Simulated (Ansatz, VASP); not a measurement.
# One calculation of SrTe, two programs

```xyz
2
Lattice="0.0000 3.4143 3.4143 3.4143 0.0000 3.4143 3.4143 3.4143 0.0000" Properties=species:S:1:pos:R:3 pbc="T T T"
Sr    0.0000    0.0000    0.0000
Te    3.4143    3.4143    3.4143
```

Change from the starting cell: volume scaled by 1.05, crystal datasets.

Alike in both runs: task electric field gradients; functional PBE; k mesh 11 × 11 × 11; occupations fermi-dirac, width 0.03 eV; no spin polarisation.

```csv
,VASP,Ansatz
version,VASP 6.6.1,Ansatz 0.2.0
potentials or method,"VASP PAW PBE potentials, release 64 (Sr_sv, Te), cutoff 400 eV","all-electron PAW with datasets made for the crystal, scalar-relativistic"
```

Ansatz gave:

* gap on the k mesh at the Fermi level (eV): 1.91
* pressure (GPa): -1.4

What did VASP give for the same quantities?

gap on the k mesh at the Fermi level (eV): 1.89; pressure (GPa): -1.4.

Ansatz ran all-electron here, and VASP with PAW potentials.

Neither program's run includes spin-orbit coupling.
